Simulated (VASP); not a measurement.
Write the native input for VASP 6.6.1 that does the following.

| Property | Result |
| --- | --- |
| Task | single point |
| Functional | PBEsol |
| Potentials or basis | VASP PAW PBE potentials, release 64 (Ni) |
| Cutoff | 600 eV |
| k mesh | 10 × 10 × 10 |
| Occupations | gaussian, width 0.1 eV |
| Spin | collinear spin, ferromagnetic start |
| Starting moments | [2.0] μB |
| Dipole correction | no |
| Further INCAR settings | ALGO = Normal; EDIFF = 1e-06; NBANDS = 15 |

The structure of Ni lies in POSCAR:

```
Ni
1.0
   -1.2191303942      1.2191303942      1.8547290463
    1.2191303942     -1.2191303942      1.8547290463
    1.2191303942      1.2191303942     -1.8547290463
Ni
1
Direct
    0.0000000000      0.0000000000      0.0000000000
```

These files were run (other wordings do the same):

INCAR

```
PREC     = Accurate       # precision mode
ENCUT    = 600            # plane-wave cutoff, eV
EDIFF    = 1E-6           # SCF threshold, eV
ISMEAR   = 0              # smearing method
SIGMA    = 0.1            # smearing width, eV
LREAL    = F              # projectors in reciprocal space
LASPH    = T              # aspherical terms in the spheres
NELM     = 200            # most SCF steps
ALGO     = Normal         # electronic algorithm
ISIF     = 2              # what is computed and relaxed
LWAVE    = F              # write WAVECAR
LCHARG   = F              # write CHGCAR
ISPIN    = 2              # spin polarisation
MAGMOM   = 2              # initial moments
LORBIT   = 11             # projections on sites
LMAXMIX  = 4              # l up to which the mixer works
GGA      = PS             # functional
NBANDS   = 15             # bands
GGA_COMPAT= F
```

KPOINTS

```
Automatic mesh
0
Gamma
  10 10 10
```

Potentials or basis: VASP PAW PBE potentials, release 64 (Ni).

Run with:

```sh
$ cat potpaw_PBE.64/Ni/POTCAR > POTCAR
$ mpirun -np 1 vasp_std > vasp.out
```

Results of the run:

| Quantity | Value |
| --- | --- |
| Pressure | -11.2 GPa |
| Net moment | 0.69 μB per cell |
| Site moments | Ni +0.70 μB |
| Valence electrons inside the program's atomic spheres | Ni 9.29 |

Caveat: the stress differs along the axes, from -17 to -8 GPa; the PAW data sets were made with another functional, which shifts forces and pressure a little.

It took 24 s on 1 thread of Intel(R) Xeon(R) Platinum 8375C CPU @ 2.90GHz (Ice Lake), with other jobs on the host, peak memory 0.15 GiB.
